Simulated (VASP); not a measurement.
# Pt (P6_3/mmc) in VASP: notebook

Pt is run at these levels: LDA; tasks: single point, relaxation of cell and atoms.

All numbers are computed with VASP 6.6.1; they aren't measurements. Logs are shortened: lines on timing, memory, paths and dates and some standing lists are left out, and cuts for length are marked.

### Step 1. The cell of the first run

It takes space group P6_3/mmc (No. 194, hexagonal). The conventional cell has a = 2.708 Å, b = 2.708 Å, c = 4.678 Å, α = 90.00°, β = 90.00°, γ = 120.00°. Pt (site symmetry -6m2) has 12 Pt at 2.71 to 2.81 Å within 3.6 Å.

### Step 2. Single point, LDA

The input, INCAR:

```
SYSTEM = Pt
ALGO     = Normal         ! electronic algorithm
EDIFF    = 1E-6           ! SCF threshold, eV
ENCUT    = 520            ! plane-wave cutoff, eV
GGA      = CA             ! functional
ISIF     = 2              ! what is computed and relaxed
ISMEAR   = 0              ! smearing method
LASPH    = .True.         ! aspherical terms in the spheres
LCHARG   = .False.        ! write CHGCAR
LREAL    = .False.        ! projectors in reciprocal space
LWAVE    = .False.        ! write WAVECAR
NBANDS   = 17             ! bands
NELM     = 80             ! most SCF steps
PREC     = Accurate       ! precision mode
SIGMA    = 0.15           ! smearing width, eV
```

The input, KPOINTS:

```
k-points
0
Gamma
  12 12 8
  0 0 0
```

The input, POSCAR:

```
Pt
1.0
    2.7079582014      0.0000000000      0.0000000000
   -1.3539791007      2.3451605948      0.0000000000
    0.0000000000      0.0000000000      4.6781625695
Pt
2
Direct
    0.6666666667      0.3333333333      0.7500000000
    0.3333333333      0.6666666667      0.2500000000
```

Potentials or basis: VASP PAW LDA potentials, release 64 (Pt).

The run is started by

```console
$ cat potpaw_LDA.64/Pt/POTCAR > POTCAR
$ mpirun -np 1 vasp_std > vasp.out
```

OUTCAR:

```text
SYSTEM = Pt
   EDIFF = 1E-6
   ENCUT = 520
   GGA = CA
   ISIF = 2
   ISMEAR = 0
   LASPH = .True.
   LREAL = .False.
   NELM = 80
   PREC = Accurate

 ion  position               nearest neighbor table
   1  0.667  0.333  0.750-   2 2.81   2 2.81   2 2.81   2 2.81   2 2.81   2 2.81
   2  0.333  0.667  0.250-   1 2.81   1 2.81   1 2.81   1 2.81   1 2.81   1 2.81

  LATTYP: Found a hexagonal cell.
 ALAT       =     2.7079582014
 C/A-ratio  =     1.7275608490

  Lattice vectors:

 A1 = (   2.7079582014,   0.0000000000,   0.0000000000)
 A2 = (  -1.3539791007,   2.3451605948,   0.0000000000)
 A3 = (   0.0000000000,   0.0000000000,   4.6781625695)

Analysis of symmetry for initial positions (statically):
=====================================================================
 Subroutine PRICEL returns:
 Original cell was already a primitive cell.

 Routine SETGRP: Setting up the symmetry group for a
 hexagonal supercell.

 Subroutine GETGRP returns: Found 24 space group operations
 (whereof 12 operations were pure point group operations)
 out of a pool of 24 trial point group operations.

The static configuration has the point symmetry D_3d.
 The point group associated with its full space group is D_6h.

Analysis of symmetry for dynamics (positions and initial velocities):
=====================================================================
 Subroutine PRICEL returns:
 Original cell was already a primitive cell.

 Routine SETGRP: Setting up the symmetry group for a
 hexagonal supercell.

 Subroutine GETGRP returns: Found 24 space group operations
 (whereof 12 operations were pure point group operations)
 out of a pool of 24 trial point group operations.

The dynamic configuration has the point symmetry D_3d.
 The point group associated with its full space group is D_6h.

 Subroutine INISYM returns: Found 24 space group operations
 (whereof 12 operations are pure point group operations),
 and found     1 'primitive' translations

----------------------------------------------------------------------------------------

                                     Primitive cell

  volume of cell :      29.7091

  direct lattice vectors                    reciprocal lattice vectors
     2.707958201  0.000000000  0.000000000     0.369281919  0.213205015  0.000000000
    -1.353979101  2.345160595  0.000000000     0.000000000  0.426410030  0.000000000
     0.000000000  0.000000000  4.678162570     0.000000000  0.000000000  0.213759138

[... 82 lines left out ...]
   NELM   =     80;   NELMIN=  2; NELMDL= -5     # of ELM steps
   EDIFF  = 0.1E-05   stopping-criterion for ELM
   LREAL  =      F    real-space projection
   EDIFFG = 0.1E-04   stopping-criterion for IOM
   NSW    =      0    number of steps for IOM
   IBRION =     -1    ionic relax: 0-MD 1-quasi-New 2-CG
   NFREE  =      0    steps in history (QN), initial steepest desc. (CG)
   ISIF   =      2    stress and relaxation
   ISYM   =      2    0-nonsym 1-usesym 2-fastsym
   POTIM  = 0.5000    time-step for ionic-motion
   TEBEG  =    0.0;   TEEND  =   0.0 temperature during run
   PSTRESS=    0.0 pullay stress
   NELECT =      20.0000    total number of electrons
   NUPDOWN=      -1.0000    fix difference up-down
   EMIN   =  10.00;   EMAX   =-10.00  energy-range for DOS
   EFERMI =   0.00;   METHOD = LEGACY
   ISMEAR =     0;   SIGMA  =   0.15  broadening in eV -4-tet -1-fermi 0-gaus
   EFERMI_NEDOS =   21; number of points for ismear=-14 and -15
   IALGO  =     38    algorithm
   IMIX   =      4    mixing-type and parameters
     AMIX     =   0.40;   BMIX     =  1.00
     AMIX_MAG =   1.60;   BMIX_MAG =  1.00
  volume/ion in A,a.u.               =      14.85       100.24
  Fermi-wavevector in a.u.,A,eV,Ry     =   1.434790  2.711359 28.009241  2.058621
  Thomas-Fermi vector in A             =   2.554159
   LORBIT       =      0    0 simple, 1 ext, 2 COOP (PROOUT), +10 PAW based schemes
   GGA     = CA    functional components
   LHFCALC =     F    Hartree Fock is set to
   AEXX    =    0.0000 exact exchange contribution
   IVDW    =     0    specifies the selected vdW correction
   LEPSILON=     F    determine dielectric tensor
   LRPA    =     F    only Hartree local field effects (RPA)
 non-spin polarized calculation
 Gauss-broadening in eV      SIGMA  =   0.15
  energy-cutoff  :      520.00
  volume of cell :       29.71
 maximum number of plane-waves:       825
   NGX = 11   NGY = 11   NGZ = 17

 number of electron      20.0000001 magnetization

 Free energy of the ion-electron system (eV)
  ---------------------------------------------------
  ext. energy  EPLUGINS =         0.00000000
  ---------------------------------------------------
  free energy    TOTEN  =       -14.90051881 eV

  energy without entropy =      -14.85542494  energy(sigma->0) =      -14.87797187

 E-fermi :  11.4066     XC(G=0): -13.7710

 val. band max:       11.3849330201   @ k =   0.4167   0.0000   0.1250
 cond. band min:      11.4121724844   @ k =   0.2500  -0.0000   0.0000
 fundamental gap:      0.0272394643
 Fermi energy:        11.4066274604

 k-point     1 :       0.0000    0.0000    0.0000
  band No.  band energies     occupation
      1       1.0163      2.00000
      2       3.7173      2.00000
      3       7.0656      2.00000
      4       7.6188      2.00000
      5       7.6188      2.00000
      6       8.0346      2.00000
[... 457 lines left out ...]
      4       6.8225      2.00000
      5       7.7610      2.00000
      6       8.2984      2.00000
[... 9 lines left out ...]
     16      26.0093      0.00000
     17      27.3998      0.00000

 [... further k-points ...]

------------------------ aborting loop because EDIFF is reached ----------------------------------------

  FORCE on cell =-STRESS in cart. coord.  units (eV):
  Direction    XX          YY          ZZ          XY          YZ          ZX
  --------------------------------------------------------------------------------------
  -------------------------------------------------------------------------------------
  Total        0.2260202      0.2260202      0.0742943      0.0000000      0.0000000      0.0000000
  in kB       12.1889999     12.1889999      4.0066014      0.0000000      0.0000000      0.0000000
  external PRESSURE =       9.4615337 kB  Pullay stress =       0.0000000 kB

 VOLUME and BASIS-vectors are now :
 -----------------------------------------------------------------------------
  energy-cutoff  :      520.00
  volume of cell :       29.71
      direct lattice vectors                 reciprocal lattice vectors
     2.707958201  0.000000000  0.000000000     0.369281919  0.213205015  0.000000000
    -1.353979101  2.345160595  0.000000000     0.000000000  0.426410030  0.000000000
     0.000000000  0.000000000  4.678162570     0.000000000  0.000000000  0.213759138

 POSITION                                       TOTAL-FORCE (eV/Angst)
 -----------------------------------------------------------------------------------
      1.35398      0.78172      3.50862        -0.000000      0.000000      0.000000
     -0.00000      1.56344      1.16954         0.000000      0.000000      0.000000
 -----------------------------------------------------------------------------------
    total drift:                                0.000000     -0.000000      0.000000

  FREE ENERGIE OF THE ION-ELECTRON SYSTEM (eV)
  ---------------------------------------------------
  free  energy   TOTEN  =       -14.9005188099 eV

  energy  without entropy=      -14.8554249362  energy(sigma->0) =      -14.87797187
```

OSZICAR:

```text
N       E                     dE             d eps       ncg     rms          rms(c)
DAV:   1     0.102725725172E+03    0.10273E+03   -0.10565E+04  3230   0.115E+03
DAV:   2    -0.138232834470E+02   -0.11655E+03   -0.11078E+03  3496   0.250E+02
DAV:   3    -0.157571463031E+02   -0.19339E+01   -0.19146E+01  3972   0.323E+01
DAV:   4    -0.157662678894E+02   -0.91216E-02   -0.91204E-02  3836   0.233E+00
DAV:   5    -0.157663544809E+02   -0.86591E-04   -0.86591E-04  3962   0.233E-01    0.198E+01
DAV:   6    -0.149973919406E+02    0.76896E+00   -0.11413E+00  3354   0.955E+00    0.103E+01
DAV:   7    -0.149102921709E+02    0.87100E-01   -0.21081E-01  3799   0.406E+00    0.304E+00
DAV:   8    -0.149008163282E+02    0.94758E-02   -0.24880E-02  3506   0.135E+00    0.774E-01
DAV:   9    -0.149005150067E+02    0.30132E-03   -0.28009E-04  3677   0.147E-01    0.576E-02
DAV:  10    -0.149005182490E+02   -0.32423E-05   -0.48793E-06  3999   0.157E-02    0.726E-03
DAV:  11    -0.149005188099E+02   -0.56089E-06   -0.56753E-07  2072   0.602E-03
   1 F= -.14900519E+02 E0= -.14877972E+02  d E =-.450939E-01
```

Run time: 29 s. Hardware: 1 thread of Intel Xeon Platinum 8375C at 2.90GHz (Ice Lake), shared host; peak memory 0.15 GiB.

What came out:

```
Free energy            : -14.9005 eV
Pressure               : 0.9 GPa
Band gap on the k mesh : zero (band 10 reaches 11.96 eV, above the bottom of band 11 at 10.54 eV)
```

Stress tensor (GPa, compression positive):
```
1.22 0.00 0.00
0.00 1.22 0.00
0.00 0.00 0.40
```

Levels at points of the mesh, in eV from the Fermi level:
```csv
k point,band 8,band 9,band 10,band 11,band 12,band 13
"(0.00, 0.00, 0.00)",-2.02,-2.02,-0.97,-0.23,-0.23,5.14
"(0.50, 0.00, 0.00)",0.05,0.32,0.55,2.38,3.95,7.57
"(0.00, 0.00, 0.50)",-3.78,-0.87,-0.87,-0.87,-0.87,12.44
"(0.50, 0.00, 0.50)",-1.01,0.46,0.46,1.68,1.68,6.90
```

Caveat: spin-orbit coupling is left out, which moves the levels of the heavy elements.

(Part 1 of 3 ends here.)
